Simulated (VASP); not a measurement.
# Fe (P6_3/mmc) in VASP: further runs

Aim: see how the results for Fe move with the level of theory and the settings. Levels: PBE, PBE-based screened hybrid with 25 % exact exchange. Tasks: single point.

Program: VASP 6.6.1. These are calculated values, not measurements. Logs are shortened: lines on timing, memory, paths and dates and some standing lists are left out, and cuts for length are marked.

## Step 1: The cell of the first run

Symmetry: P6_3/mmc, No. 194, hexagonal system. Conventional cell: a = 2.434 Å, b = 2.434 Å, c = 3.842 Å, α = 90.00°, β = 90.00°, γ = 120.00°. Fe (site symmetry -6m2) has 12 Fe at 2.38 to 2.43 Å within 3.1 Å.

This isn't the form of Fe at room conditions, which is bcc.

## Step 2: Single point, PBE, collinear spin, ferromagnetic start

Contents of INCAR:

```
SYSTEM = Fe
ALGO = Normal
EDIFF = 1E-6
ENCUT = 690
GGA = PE
GGA_COMPAT = .FALSE.
ISIF = 2
ISMEAR = -1
ISPIN = 2
LASPH = .TRUE.
LCHARG = .FALSE.
LMAXMIX = 4
LORBIT = 11
LREAL = .FALSE.
LWAVE = .FALSE.
MAGMOM = 2.25 2.25
NBANDS = 27
NELM = 200
NUPDOWN = 4.5
PREC = Accurate
SIGMA = 0.05
```

Contents of KPOINTS:

```
k-points
0
G
  10 10 6
  0 0 0
```

Contents of POSCAR:

```
Fe
1.0
    2.4341575853      0.0000000000      0.0000000000
   -1.2170787927      2.1080423057      0.0000000000
    0.0000000000      0.0000000000      3.8419344700
Fe
2
Direct
    0.6666666667      0.3333333333      0.7500000000
    0.3333333333      0.6666666667      0.2500000000
```

Potentials or basis: VASP PAW PBE potentials, release 64 (Fe_sv).

On the command line:

```console
> cat potpaw_PBE.64/Fe_sv/POTCAR > POTCAR
> mpirun -np 1 vasp_std > vasp.out
```

OUTCAR:

```text
SYSTEM = Fe
   EDIFF = 1E-6
   ENCUT = 690
   GGA = PE
   ISIF = 2
   ISMEAR = -1
   ISPIN = 2
   LASPH = .TRUE.
   LORBIT = 11
   LREAL = .FALSE.
   NELM = 200
   NUPDOWN = 4.5
   PREC = Accurate

 ion  position               nearest neighbor table
   1  0.667  0.333  0.750-   2 2.38   2 2.38   2 2.38   2 2.38   2 2.38   2 2.38
   2  0.333  0.667  0.250-   1 2.38   1 2.38   1 2.38   1 2.38   1 2.38   1 2.38

  LATTYP: Found a hexagonal cell.
 ALAT       =     2.4341575853
 C/A-ratio  =     1.5783425417

  Lattice vectors:

 A1 = (   2.4341575853,   0.0000000000,   0.0000000000)
 A2 = (  -1.2170787927,   2.1080423057,   0.0000000000)
 A3 = (   0.0000000000,   0.0000000000,   3.8419344700)

Analysis of symmetry for initial positions (statically):
=====================================================================
 Subroutine PRICEL returns:
 Original cell was already a primitive cell.

 Routine SETGRP: Setting up the symmetry group for a
 hexagonal supercell.

 Subroutine GETGRP returns: Found 24 space group operations
 (whereof 12 operations were pure point group operations)
 out of a pool of 24 trial point group operations.

The static configuration has the point symmetry D_3d.
 The point group associated with its full space group is D_6h.

Analysis of symmetry for dynamics (positions and initial velocities):
=====================================================================
 Subroutine PRICEL returns:
 Original cell was already a primitive cell.

 Routine SETGRP: Setting up the symmetry group for a
 hexagonal supercell.

 Subroutine GETGRP returns: Found 24 space group operations
 (whereof 12 operations were pure point group operations)
 out of a pool of 24 trial point group operations.

The dynamic configuration has the point symmetry D_3d.
 The point group associated with its full space group is D_6h.

Analysis of structural, dynamic, and magnetic symmetry:
=====================================================================
 Subroutine PRICEL returns:
 Original cell was already a primitive cell.

 Routine SETGRP: Setting up the symmetry group for a
 hexagonal supercell.

 Subroutine GETGRP returns: Found 24 space group operations
 (whereof 12 operations were pure point group operations)
 out of a pool of 24 trial point group operations.

The overall configuration has the point symmetry D_3d.
 The point group associated with its full space group is D_6h.

 Subroutine INISYM returns: Found 24 space group operations
 (whereof 12 operations are pure point group operations),
 and found     1 'primitive' translations

----------------------------------------------------------------------------------------

                                     Primitive cell

  volume of cell :      19.7141

  direct lattice vectors                    reciprocal lattice vectors
     2.434157585  0.000000000  0.000000000     0.410819746  0.237186891  0.000000000
    -1.217078793  2.108042306  0.000000000     0.000000000  0.474373781  0.000000000
     0.000000000  0.000000000  3.841934470     0.000000000  0.000000000  0.260285543

  length of vectors
     2.434157585  2.434157585  3.841934470     0.474373781  0.474373781  0.260285543

  position of ions in fractional coordinates (direct lattice)
     0.666666667  0.333333333  0.750000000
     0.333333333  0.666666667  0.250000000

  ion indices of the primitive-cell ions
   primitive index   ion index
                 1           1
                 2           2

----------------------------------------------------------------------------------------

 KPOINTS: k-points

Automatic generation of k-mesh.
 Grid dimensions read from file:
 generate k-points for:   10   10    6

 Generating k-lattice:

  Cartesian coordinates                     Fractional coordinates (reciprocal lattice)
     0.041081975  0.023718689  0.000000000     0.100000000  0.000000000  0.000000000
     0.000000000  0.047437378  0.000000000     0.000000000  0.100000000  0.000000000
     0.000000000  0.000000000  0.043380924     0.000000000  0.000000000  0.166666667

  Length of vectors
     0.047437378  0.047437378  0.043380924

  Shift w.r.t. Gamma in fractional coordinates (k-lattice)
     0.000000000  0.000000000  0.000000000

 Subroutine IBZKPT returns following result:
 ===========================================

 Found     56 irreducible k-points:

 Following reciprocal coordinates:
            Coordinates               Weight
  0.000000  0.000000  0.000000      1.000000
  0.100000 -0.000000  0.000000      6.000000
  0.200000 -0.000000  0.000000      6.000000
  0.300000  0.000000  0.000000      6.000000
  0.400000  0.000000  0.000000      6.000000
  0.500000  0.000000  0.000000      3.000000
[... 16 lines left out ...]
  0.300000  0.100000  0.166667     24.000000
  0.400000  0.100000  0.166667     24.000000
 [... further k-points ...]
   k-points           NKPTS =     56   k-points in BZ     NKDIM =     56   number of bands    NBANDS=     27
   number of dos      NEDOS =    301   number of ions     NIONS =      2
   total plane-waves  NPLWV =  20736
   dimension x,y,z NGX =    24 NGY =   24 NGZ =   36
   dimension x,y,z NGXF=    48 NGYF=   48 NGZF=   72
   ions per type =               2
   NGX,Y,Z   is equivalent  to a cutoff of  16.39, 16.39, 15.58 a.u.
   NGXF,Y,Z  is equivalent  to a cutoff of  32.78, 32.78, 31.16 a.u.
 SYSTEM =  Fe
   PREC   = accura    normal or accurate (medium, high low for compatibility)
   ISTART =      0    job   : 0-new  1-cont  2-samecut
   ICHARG =      2    charge: 1-file 2-atom 10-const
   ISPIN  =      2    spin polarized calculation?
   LNONCOLLINEAR =      F non collinear calculations
   LSORBIT =      F    spin-orbit coupling
   LASPH  =      T    aspherical Exc in radial PAW
   ENCUT  =  690.0 eV  50.71 Ry    7.12 a.u.   5.21  5.21  8.23*2*pi/ulx,y,z
   NELM   =    200;   NELMIN=  2; NELMDL= -5     # of ELM steps
   EDIFF  = 0.1E-05   stopping-criterion for ELM
   LREAL  =      F    real-space projection
   EDIFFG = 0.1E-04   stopping-criterion for IOM
   NSW    =      0    number of steps for IOM
   IBRION =     -1    ionic relax: 0-MD 1-quasi-New 2-CG
   NFREE  =      0    steps in history (QN), initial steepest desc. (CG)
   ISIF   =      2    stress and relaxation
   ISYM   =      2    0-nonsym 1-usesym 2-fastsym
   POTIM  = 0.5000    time-step for ionic-motion
   TEBEG  =    0.0;   TEEND  =   0.0 temperature during run
   PSTRESS=    0.0 pullay stress
   NELECT =      32.0000    total number of electrons
   NUPDOWN=       4.5000    fix difference up-down
   EMIN   =  10.00;   EMAX   =-10.00  energy-range for DOS
   EFERMI =   0.00;   METHOD = LEGACY
   ISMEAR =    -1;   SIGMA  =   0.05  broadening in eV -4-tet -1-fermi 0-gaus
   EFERMI_NEDOS =   21; number of points for ismear=-14 and -15
   IALGO  =     38    algorithm
   IMIX   =      4    mixing-type and parameters
     AMIX     =   0.40;   BMIX     =  1.00
     AMIX_MAG =   1.60;   BMIX_MAG =  1.00
  volume/ion in A,a.u.               =       9.86        66.52
  Fermi-wavevector in a.u.,A,eV,Ry     =   1.923972  3.635781 50.364275  3.701670
  Thomas-Fermi vector in A             =   2.957694
   LORBIT       =     11    0 simple, 1 ext, 2 COOP (PROOUT), +10 PAW based schemes
   GGA     = PE    functional components
   LHFCALC =     F    Hartree Fock is set to
   AEXX    =    0.0000 exact exchange contribution
   IVDW    =     0    specifies the selected vdW correction
   LEPSILON=     F    determine dielectric tensor
   LRPA    =     F    only Hartree local field effects (RPA)
 spin polarized calculation
  energy-cutoff  :      690.00
  volume of cell :       19.71
 maximum number of plane-waves:       820
 NGX is ok and might be reduce to    24
   NGX = 11   NGY = 11   NGZ = 17

 number of electron      31.9999990 magnetization       4.4999998

 Free energy of the ion-electron system (eV)
  ---------------------------------------------------
  ext. energy  EPLUGINS =         0.00000000
  ---------------------------------------------------
  free energy    TOTEN  =       -15.70856746 eV

  energy without entropy =      -15.67500205  energy(sigma->0) =      -15.69178475

 E-fermi :  14.5049     XC(G=0): -14.6018

 val. band max:       14.8919086443   @ k =   0.0000   0.0000   0.0000
 cond. band min:      14.5168512568   @ k =   0.2000   0.2000   0.1667
 fundamental gap:     -0.3750573875
 Fermi energy:        14.9096150818

 spin component 1

 k-point     1 :       0.0000    0.0000    0.0000
  band No.  band energies     occupation
      1     -73.5046      1.00000
      2     -73.3516      1.00000
      3     -39.7956      1.00000
      4     -39.3101      1.00000
      5     -39.3101      1.00000
      6     -39.2027      1.00000
[... 19 lines left out ...]
     26      40.7234      0.00000
     27      41.7221      0.00000
[... 661 lines left out ...]
 k-point    24 :       0.4000    0.1000    0.1667
  band No.  band energies     occupation
      1     -73.3722      1.00000
      2     -73.3287      1.00000
      3     -39.7710      1.00000
      4     -39.6644      1.00000
      5     -39.4815      1.00000
      6     -39.4204      1.00000
[... 19 lines left out ...]
     26      35.0896      0.00000
     27      40.2002      0.00000

 [... further k-points ...]

 spin component 2

 k-point     1 :       0.0000    0.0000    0.0000
  band No.  band energies     occupation
      1     -70.8921      1.00000
      2     -70.7271      1.00000
      3     -37.3475      1.00000
      4     -36.7113      1.00000
      5     -36.7113      1.00000
      6     -36.5962      1.00000
[... 19 lines left out ...]
     26      41.5815      0.00000
     27      42.5319      0.00000
[... 661 lines left out ...]
 k-point    24 :       0.4000    0.1000    0.1667
  band No.  band energies     occupation
      1     -70.7492      1.00000
      2     -70.7024      1.00000
      3     -37.2313      1.00000
      4     -37.1100      1.00000
      5     -36.9562      1.00000
      6     -36.8657      1.00000
[... 19 lines left out ...]
     26      35.7004      0.00000
     27      40.7475      0.00000

 [... further k-points ...]

------------------------ aborting loop because EDIFF is reached ----------------------------------------

  FORCE on cell =-STRESS in cart. coord.  units (eV):
  Direction    XX          YY          ZZ          XY          YZ          ZX
  --------------------------------------------------------------------------------------
  -------------------------------------------------------------------------------------
  Total        5.1512611      5.1512611      7.8257569     -0.0000000      0.0000000      0.0000000
  in kB      418.6452588    418.6452588    636.0027174     -0.0000000      0.0000000      0.0000000
  external PRESSURE =     491.0977450 kB  Pullay stress =       0.0000000 kB

 VOLUME and BASIS-vectors are now :
 -----------------------------------------------------------------------------
  energy-cutoff  :      690.00
  volume of cell :       19.71
      direct lattice vectors                 reciprocal lattice vectors
     2.434157585  0.000000000  0.000000000     0.410819746  0.237186891  0.000000000
    -1.217078793  2.108042306  0.000000000     0.000000000  0.474373781  0.000000000
     0.000000000  0.000000000  3.841934470     0.000000000  0.000000000  0.260285543

 POSITION                                       TOTAL-FORCE (eV/Angst)
 -----------------------------------------------------------------------------------
      1.21708      0.70268      2.88145         0.000000      0.000000      0.000000
     -0.00000      1.40536      0.96048        -0.000000      0.000000      0.000000
 -----------------------------------------------------------------------------------
    total drift:                               -0.000000      0.000000     -0.000000

  FREE ENERGIE OF THE ION-ELECTRON SYSTEM (eV)
  ---------------------------------------------------
  free  energy   TOTEN  =       -15.7085674614 eV

  energy  without entropy=      -15.6750020480  energy(sigma->0) =      -15.69178475

 total charge

# of ion       s       p       d       tot
------------------------------------------
    1        2.215   6.060   5.591  13.865
    2        2.215   6.060   5.591  13.865
--------------------------------------------------
tot          4.430  12.119  11.181  27.731

 magnetization (x)

# of ion       s       p       d       tot
------------------------------------------
    1       -0.002   0.003   2.187   2.187
    2       -0.002   0.003   2.187   2.187
--------------------------------------------------
tot         -0.005   0.006   4.374   4.375
```

It took 42 s on 1 thread of AMD EPYC 9R45 (Zen 5), shared host; peak memory 0.17 GiB.

Results:

* Free energy: -15.7086 eV
* Pressure: 49.1 GPa
* Net moment: 4.50 μB per cell
* Site moments: Fe +2.19 μB
* Valence electrons inside the program's atomic spheres: Fe 13.87

Stress tensor (GPa, compression positive):
```
41.86  0.00  0.00
 0.00 41.86  0.00
 0.00  0.00 63.60
```

Caveat: the stress differs along the axes, from 42 to 64 GPa; the total moment is fixed, so each spin has its own Fermi level and the state may be an excited one.

## Step 3: Single point, PBE, collinear spin, ferromagnetic start

Contents of INCAR:

```
SYSTEM = Fe
PREC = Accurate ; ENCUT = 690
EDIFF = 1E-6 ; ISMEAR = -1
SIGMA = 0.05 ; LREAL = .False.
LASPH = .True. ; NELM = 200
ALGO = Normal ; ISIF = 2
LWAVE = .False. ; LCHARG = .True.
ISPIN = 2 ; MAGMOM = 1.5 1.5
LORBIT = 11 ; NUPDOWN = 3.0
LMAXMIX = 4 ; GGA = PE
LELF = .True. ; LVHAR = .True.
NBANDS = 27 ; GGA_COMPAT = .False.
```

Contents of KPOINTS:

```
regular mesh
0
Gamma
  10 10 6
  0 0 0
```

POSCAR is that of step 2.

Potentials or basis: VASP PAW PBE potentials, release 64 (Fe_sv).

On the command line:

```console
> cat potpaw_PBE.64/Fe_sv/POTCAR > POTCAR
> mpirun -np 1 vasp_std > vasp.out
```

OUTCAR:

```text
SYSTEM = Fe
   PREC = Accurate
   ENCUT = 690
   EDIFF = 1E-6
   ISMEAR = -1
   LREAL = .False.
   LASPH = .True.
   NELM = 200
   ISIF = 2
   ISPIN = 2
   LORBIT = 11
   NUPDOWN = 3.0
   GGA = PE

 ion  position               nearest neighbor table
   1  0.667  0.333  0.750-   2 2.38   2 2.38   2 2.38   2 2.38   2 2.38   2 2.38
   2  0.333  0.667  0.250-   1 2.38   1 2.38   1 2.38   1 2.38   1 2.38   1 2.38

  LATTYP: Found a hexagonal cell.
 ALAT       =     2.4341575853
 C/A-ratio  =     1.5783425417

  Lattice vectors:

 A1 = (   2.4341575853,   0.0000000000,   0.0000000000)
 A2 = (  -1.2170787927,   2.1080423057,   0.0000000000)
 A3 = (   0.0000000000,   0.0000000000,   3.8419344700)

Analysis of symmetry for initial positions (statically):
=====================================================================
 Subroutine PRICEL returns:
 Original cell was already a primitive cell.

 Routine SETGRP: Setting up the symmetry group for a
 hexagonal supercell.

 Subroutine GETGRP returns: Found 24 space group operations
[... 922 lines left out ...]
      6     -37.2944      1.00000
[... 709 lines left out ...]
     26      35.5217      0.00000
     27      40.6212      0.00000

 [... further k-points ...]

------------------------ aborting loop because EDIFF is reached ----------------------------------------

  FORCE on cell =-STRESS in cart. coord.  units (eV):
  Direction    XX          YY          ZZ          XY          YZ          ZX
  --------------------------------------------------------------------------------------
  -------------------------------------------------------------------------------------
  Total        3.0267294      3.0267294      4.5845995     -0.0000000      0.0000000      0.0000000
  in kB      245.9836328    245.9836328    372.5924198     -0.0000000      0.0000000      0.0000000
  external PRESSURE =     288.1865618 kB  Pullay stress =       0.0000000 kB

 VOLUME and BASIS-vectors are now :
 -----------------------------------------------------------------------------
  energy-cutoff  :      690.00
  volume of cell :       19.71
      direct lattice vectors                 reciprocal lattice vectors
     2.434157585  0.000000000  0.000000000     0.410819746  0.237186891  0.000000000
    -1.217078793  2.108042306  0.000000000     0.000000000  0.474373781  0.000000000
     0.000000000  0.000000000  3.841934470     0.000000000  0.000000000  0.260285543

 POSITION                                       TOTAL-FORCE (eV/Angst)
 -----------------------------------------------------------------------------------
      1.21708      0.70268      2.88145         0.000000     -0.000000      0.000000
     -0.00000      1.40536      0.96048        -0.000000      0.000000      0.000000
 -----------------------------------------------------------------------------------
    total drift:                               -0.000000      0.000000     -0.000000

  FREE ENERGIE OF THE ION-ELECTRON SYSTEM (eV)
  ---------------------------------------------------
  free  energy   TOTEN  =       -16.0374642912 eV

  energy  without entropy=      -15.9963666481  energy(sigma->0) =      -16.01691547

 total charge

# of ion       s       p       d       tot
------------------------------------------
    1        2.214   6.061   5.574  13.849
    2        2.214   6.061   5.574  13.849
--------------------------------------------------
tot          4.429  12.121  11.148  27.698

 magnetization (x)

# of ion       s       p       d       tot
------------------------------------------
    1       -0.002   0.001   1.469   1.468
    2       -0.002   0.001   1.469   1.468
--------------------------------------------------
tot         -0.004   0.002   2.939   2.936
```

OSZICAR:

```text
N       E                     dE             d eps       ncg     rms          rms(c)
DAV:   1     0.739791119074E+03    0.73979E+03   -0.22084E+04  6168   0.241E+03
DAV:   2     0.321167405644E+02   -0.70767E+03   -0.68202E+03  6066   0.741E+02
DAV:   3    -0.170359940574E+02   -0.49153E+02   -0.48103E+02  6646   0.249E+02
DAV:   4    -0.184935915440E+02   -0.14576E+01   -0.14566E+01  7133   0.513E+01
DAV:   5    -0.185574240768E+02   -0.63833E-01   -0.63831E-01  7261   0.109E+01    0.192E+01
DAV:   6    -0.163069138460E+02    0.22505E+01   -0.95912E+00  6400   0.663E+01    0.107E+01
DAV:   7    -0.160567276969E+02    0.25019E+00   -0.13564E+00  6582   0.250E+01    0.549E+00
DAV:   8    -0.160477186883E+02    0.90090E-02   -0.30750E-02  8386   0.269E+00    0.133E+00
DAV:   9    -0.160380444909E+02    0.96742E-02   -0.46172E-03  8784   0.109E+00    0.392E-01
DAV:  10    -0.160374105573E+02    0.63393E-03   -0.14724E-03  7523   0.682E-01    0.648E-02
DAV:  11    -0.160374605685E+02   -0.50011E-04   -0.73313E-05  7136   0.127E-01    0.406E-02
DAV:  12    -0.160374651817E+02   -0.46132E-05   -0.72645E-06  6470   0.386E-02    0.541E-03
DAV:  13    -0.160374642912E+02    0.89058E-06   -0.75584E-07  4828   0.121E-02
   1 F= -.16037464E+02 E0= -.16016915E+02  d E =-.410976E-01  mag=     3.0000
```

It took 34 s on 1 thread of Intel Xeon 6975P-C (Granite Rapids), shared host; peak memory 0.2 GiB.

Results:

* Free energy: -16.0375 eV
* Pressure: 28.8 GPa
* Net moment: 3.00 μB per cell
* Site moments: Fe +1.47 μB
* Valence electrons inside the program's atomic spheres: Fe 13.85

Stress tensor (GPa, compression positive):
```
24.60  0.00  0.00
 0.00 24.60  0.00
 0.00  0.00 37.26
```

Caveat: the stress differs along the axes, from 25 to 37 GPa; the total moment is fixed, so each spin has its own Fermi level and the state may be an excited one.

(Continued in part 2 of 2.)
